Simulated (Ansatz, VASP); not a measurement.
## Ta4O: VASP beside Ansatz

File INCAR:

```
SYSTEM = Ta4O
PREC     = Accurate       ! precision mode
ENCUT    = 520            ! plane-wave cutoff, eV
EDIFF    = 1E-6           ! SCF threshold, eV
ISMEAR   = 0              ! smearing method
SIGMA    = 0.15           ! smearing width, eV
LREAL    = .FALSE.        ! projectors in reciprocal space
LASPH    = .TRUE.         ! aspherical terms in the spheres
NELM     = 60             ! most SCF steps
ALGO     = Normal         ! electronic algorithm
ISIF     = 2              ! what is computed and relaxed
LWAVE    = .FALSE.        ! write WAVECAR
LCHARG   = .FALSE.        ! write CHGCAR
GGA      = PE             ! functional
NBANDS   = 33             ! bands
```

Contents of KPOINTS:

```
Automatic mesh
0
G
  14 14 8
  0 0 0
```

POSCAR

```
Ta4O
1.0
    3.3523482562      0.0000000000      0.0000000000
    0.0000000000      3.3523482562      0.0000000000
    0.0000000000      0.0000000000      7.6172482776
Ta O
4 1
Direct
    0.0000000000      0.0000000000      0.5000000000
    0.5000000000      0.5000000000      0.7829127273
    0.5000000000      0.5000000000      0.2170872727
    0.0000000000      0.0000000000      0.0000000000
    0.5000000000      0.5000000000      0.5000000000
```

Input for Ansatz:

```yaml
crystal:
  lattice:
    - [3.3523482562, 0.0, 0.0]
    - [0.0, 3.3523482562, 0.0]
    - [0.0, 0.0, 7.6172482776]
  atoms:
    - { symbol: Ta, position: [0.0, 0.0, 0.5] }
    - { symbol: Ta, position: [0.5, 0.5, 0.7829127273] }
    - { symbol: Ta, position: [0.5, 0.5, 0.2170872727] }
    - { symbol: Ta, position: [0.0, 0.0, 0.0] }
    - { symbol: O, position: [0.5, 0.5, 0.5] }
basis:
  ecutwfc: 420
kpoints:
  mp_grid: { grid: [14, 14, 8] }
hamiltonian:
  xc: pbe
scf:
  occupations: { method: gaussian, width: 0.15 }
output:
  forces: true
  stress: true
  eigenvalues: true
  write_density: true
  write_potential: true
  elf: true
  volumetric_format: npy
```

Change from the starting cell: strain +0.030 along x and y, +0.030 along z, atoms carried along.

Alike in both runs: task single point; functional PBE; k mesh 14 × 14 × 8; occupations gaussian, width 0.15 eV; no spin polarisation.

|  | VASP | Ansatz |
| --- | --- | --- |
| version | VASP 6.6.1 | Ansatz 0.2.0 |
| potentials or method | VASP PAW PBE potentials, release 64 (Ta_pv, O), cutoff 520 eV | scalar-relativistic, plane waves, PAW |
| valence electrons in the cell | 50 | 58 |

Ansatz gave:

- gap on the k mesh at the Fermi level (eV): none
- pressure (GPa): -15.9
- traceless stress, the component that is largest in VASP (GPa): -2.06
- rms of the force components (eV/Å): 0.049

Q: Estimate VASP's values.

A: gap on the k mesh at the Fermi level (eV): none; pressure (GPa): -15.8; traceless stress, the component that is largest in VASP (GPa): -1.96; rms of the force components (eV/Å): 0.037.

Atom by atom the forces differ by 0.012 eV/Å (rms over components). A gap of «none» marks a metal or a gap that the smearing closes. The functional is the same, so the differences come from potentials, cutoffs and numerics. VASP's potentials hold 50 valence electrons a cell and Ansatz's 58, so a difference there can come from the potentials and not from the codes.

Spin-orbit coupling is off throughout.
